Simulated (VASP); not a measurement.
# HPt12 in VASP: single point with PBE

Aim: the single point of HPt12 with PBE.

All numbers are computed with VASP 6.6.1; they aren't measurements. Logs are shortened: lines on timing, memory, paths and dates and some standing lists are left out, and cuts for length are marked.

## 1. The cell of the first run

The cell holds a slab with vacuum, 13 atoms: a = 5.614 Å, b = 5.614 Å, c = 19.351 Å, α = 90.00°, β = 90.00°, γ = 90.00°.

## 2. Single point, PBE

Contents of INCAR:

```
  PREC = Accurate
  ENCUT = 520
  EDIFF = 1E-6
  ISMEAR = 0
  SIGMA = 0.1
  LREAL = False
  LASPH = True
  NELM = 80
  ALGO = Normal
  ISIF = 2
  LWAVE = False
  LCHARG = False
  LDIPOL = True
  IDIPOL = 3
  DIPOL = 0.5 0.5 0.319
  GGA = PE
  NBANDS = 72
```

Contents of KPOINTS:

```
regular mesh
0
Gamma
  5 5 1
```

Contents of POSCAR:

```
HPt12
1.0
    5.6143281323      0.0000000000      0.0000000000
    0.0000000000      5.6143281323      0.0000000000
    0.0000000000      0.0000000000     19.3513792169
Pt H
12 1
Direct
    0.2500000000      0.2500000000      0.2067036130
    0.2500000000      0.7500000000      0.2067036130
    0.7500000000      0.2500000000      0.2067036130
    0.7500000000      0.7500000000      0.2067036130
    0.0000000000      0.0000000000      0.3062504943
    0.0000000000      0.5000000000      0.3062504943
    0.5000000000      0.0000000000      0.3062504943
    0.5000000000      0.5000000000      0.3062504943
    0.2500000000      0.2500000000      0.4057271127
    0.2500000000      0.7500000000      0.4057271127
    0.7500000000      0.2500000000      0.4057271127
    0.7500000000      0.7500000000      0.4057271127
    0.3333333333      0.4166666667      0.4688150370
```

Potentials or basis: VASP PAW PBE potentials, release 64 (Pt, H).

Launch:

```console
cat potpaw_PBE.64/Pt/POTCAR potpaw_PBE.64/H/POTCAR > POTCAR
mpirun -np 1 vasp_std > vasp.out
```

OUTCAR:

```text
PREC = Accurate
   ENCUT = 520
   EDIFF = 1E-6
   ISMEAR = 0
   LREAL = False
   LASPH = True
   NELM = 80
   ISIF = 2
   GGA = PE

 ion  position               nearest neighbor table
   1  0.250  0.250  0.207-   5 2.77   6 2.77   7 2.77   8 2.77   2 2.81   3 2.81   2 2.81   3 2.81

   2  0.250  0.750  0.207-   5 2.77   6 2.77   7 2.77   8 2.77   1 2.81   4 2.81   1 2.81   4 2.81

   3  0.750  0.250  0.207-   5 2.77   6 2.77   7 2.77   8 2.77   1 2.81   4 2.81   4 2.81   1 2.81
[... 15 lines left out ...]
  11  0.750  0.250  0.406-   5 2.77   6 2.77   7 2.77   8 2.77   9 2.81  12 2.81  12 2.81   9 2.81

  12  0.750  0.750  0.406-   5 2.77   6 2.77   7 2.77   8 2.77  10 2.81  11 2.81  11 2.81  10 2.81

  13  0.333  0.417  0.469-   9 1.61

  LATTYP: Found a simple tetragonal cell.
 ALAT       =     5.6143281323
 C/A-ratio  =     3.4467845058

  Lattice vectors:

 A1 = (   5.6143281323,   0.0000000000,   0.0000000000)
 A2 = (   0.0000000000,   5.6143281323,   0.0000000000)
 A3 = (   0.0000000000,   0.0000000000,  19.3513792169)

Analysis of symmetry for initial positions (statically):
=====================================================================
 Subroutine PRICEL returns:
 Original cell was already a primitive cell.

 Routine SETGRP: Setting up the symmetry group for a
 simple tetragonal supercell.

 Subroutine GETGRP returns: Found  1 space group operations
 (whereof  1 operations were pure point group operations)
 out of a pool of 16 trial point group operations.

The static configuration has the point symmetry C_1 .

Analysis of symmetry for dynamics (positions and initial velocities):
=====================================================================
 Subroutine PRICEL returns:
 Original cell was already a primitive cell.

 Routine SETGRP: Setting up the symmetry group for a
 simple tetragonal supercell.

 Subroutine GETGRP returns: Found  1 space group operations
 (whereof  1 operations were pure point group operations)
 out of a pool of 16 trial point group operations.

The dynamic configuration has the point symmetry C_1 .

 Subroutine INISYM returns: Found  1 space group operations
 (whereof  1 operations are pure point group operations),
 and found     1 'primitive' translations

----------------------------------------------------------------------------------------
[... 121 lines left out ...]
   IMIX   =      4    mixing-type and parameters
     AMIX     =   0.40;   BMIX     =  1.00
     AMIX_MAG =   1.60;   BMIX_MAG =  1.00
  volume/ion in A,a.u.               =      46.92       316.64
  Fermi-wavevector in a.u.,A,eV,Ry     =   0.954774  1.804262 12.402993  0.911594
  Thomas-Fermi vector in A             =   2.083552
   LORBIT       =      0    0 simple, 1 ext, 2 COOP (PROOUT), +10 PAW based schemes
   GGA     = PE    functional components
   LHFCALC =     F    Hartree Fock is set to
   AEXX    =    0.0000 exact exchange contribution
   IVDW    =     0    specifies the selected vdW correction
   LEPSILON=     F    determine dielectric tensor
   LRPA    =     F    only Hartree local field effects (RPA)
 non-spin polarized calculation
 Gauss-broadening in eV      SIGMA  =   0.10
  energy-cutoff  :      520.00
  volume of cell :      609.97
 maximum number of plane-waves:     16469
 NGX is ok and might be reduce to    42
   NGX = 21   NGY = 21   NGZ = 71

 dipolmoment           0.000000      0.000000      0.000755 electrons x Angstroem

 number of electron     121.0000009 magnetization

 dipolmoment           0.000000      0.000000     -0.005926 electrons x Angstroem

 Free energy of the ion-electron system (eV)
  ---------------------------------------------------
  ext. energy  EPLUGINS =         0.00000000
  ---------------------------------------------------
  free energy    TOTEN  =       -69.75296639 eV

  energy without entropy =      -69.62244272  energy(sigma->0) =      -69.68770455

 E-fermi :  -0.6203     XC(G=0):  -5.0645

 val. band max:       -0.6320115617   @ k =   0.4000   0.4000   0.0000
 cond. band min:      -0.6140582907   @ k =   0.0000   0.0000   0.0000
 fundamental gap:      0.0179532710
 Fermi energy:        -0.6202545731

 k-point     1 :       0.0000    0.0000    0.0000
  band No.  band energies     occupation
      1      -9.5559      2.00000
      2      -7.4891      2.00000
      3      -7.0991      2.00000
      4      -7.0844      2.00000
      5      -6.8870      2.00000
      6      -6.8654      2.00000
[... 964 lines left out ...]
     71       2.7914      0.00000
     72       3.4986      0.00000

------------------------ aborting loop because EDIFF is reached ----------------------------------------

 vacuum level on the upper side and lower side of the slab       (xc-potential included)        -0.161        -0.137

  FORCE on cell =-STRESS in cart. coord.  units (eV):
  Direction    XX          YY          ZZ          XY          YZ          ZX
  --------------------------------------------------------------------------------------
  -------------------------------------------------------------------------------------
  Total      -11.9774421    -12.2479845      1.3927712      0.3180037      0.3319894     -0.0324465
  in kB      -31.4606111    -32.1712329      3.6583298      0.8352862      0.8720217     -0.0852257
  external PRESSURE =     -19.9911714 kB  Pullay stress =       0.0000000 kB

 VOLUME and BASIS-vectors are now :
 -----------------------------------------------------------------------------
  energy-cutoff  :      520.00
  volume of cell :      609.97
      direct lattice vectors                 reciprocal lattice vectors
     5.614328132  0.000000000  0.000000000     0.178115703  0.000000000  0.000000000
     0.000000000  5.614328132  0.000000000     0.000000000  0.178115703  0.000000000
     0.000000000  0.000000000 19.351379217     0.000000000  0.000000000  0.051675903

 POSITION                                       TOTAL-FORCE (eV/Angst)
 -----------------------------------------------------------------------------------
      1.40358      1.40358      4.00000        -0.004332     -0.022836      0.027523
      1.40358      4.21075      4.00000        -0.029201      0.066006      0.032047
      4.21075      1.40358      4.00000         0.024363     -0.041523     -0.015769
      4.21075      4.21075      4.00000        -0.053514     -0.057389     -0.202661
      0.00000      0.00000      5.92637         0.020650      0.008945      0.126217
      0.00000      2.80716      5.92637        -0.132729      0.057149     -0.210275
      2.80716      0.00000      5.92637         0.050950     -0.072617     -0.149293
      2.80716      2.80716      5.92637         0.132706      0.073866     -0.245570
      1.40358      1.40358      7.85138        -0.023020     -0.226151      0.355768
      1.40358      4.21075      7.85138         0.022149      0.063705      0.165662
      4.21075      1.40358      7.85138         0.093267     -0.068189     -0.000366
      4.21075      4.21075      7.85138         0.010392      0.016863      0.086893
      1.87144      2.33930      9.07222        -0.111684      0.202170      0.029825
 -----------------------------------------------------------------------------------
    total drift:                                0.000086      0.000032     -0.000020

  FREE ENERGIE OF THE ION-ELECTRON SYSTEM (eV)
  ---------------------------------------------------
  free  energy   TOTEN  =       -69.7529663871 eV

  energy  without entropy=      -69.6224427172  energy(sigma->0) =      -69.68770455

 vacuum level on the upper side and lower side of the slab         4.867         4.889
```

stdout:

```text
POSCAR found type information on POSCAR PtH
 POSCAR found :  2 types and      13 ions
 scaLAPACK will be used
 LDA part: xc-table for (Slater+PW92), standard interpolation
 POSCAR, INCAR and KPOINTS ok, starting setup
 FFT: planning ... GRIDC
 FFT: planning ... GRID_SOFT
 FFT: planning ... GRID
 WAVECAR not read
 entering main loop
```

It took 38 min on 1 thread of Intel Xeon Platinum 8488C (Sapphire Rapids), shared host; peak memory 0.78 GiB.

What came out:

```yaml
Free_energy: -69.7530 eV
Largest_force: 0.422 eV/Å
Band_gap_on_the_k_mesh: zero (an odd number of electrons rules out a gap without spin polarisation)
```

Forces on the atoms (eV/Å):
```
Pt  -0.004 -0.023  0.028
Pt  -0.029  0.066  0.032
Pt   0.024 -0.042 -0.016
Pt  -0.054 -0.057 -0.203
Pt   0.021  0.009  0.126
Pt  -0.133  0.057 -0.210
Pt   0.051 -0.073 -0.149
Pt   0.133  0.074 -0.246
Pt  -0.023 -0.226  0.356
Pt   0.022  0.064  0.166
Pt   0.093 -0.068  0.000
Pt   0.010  0.017  0.087
H   -0.112  0.202  0.030
```

Caveat: spin-orbit coupling is left out, which moves the levels of the heavy elements.
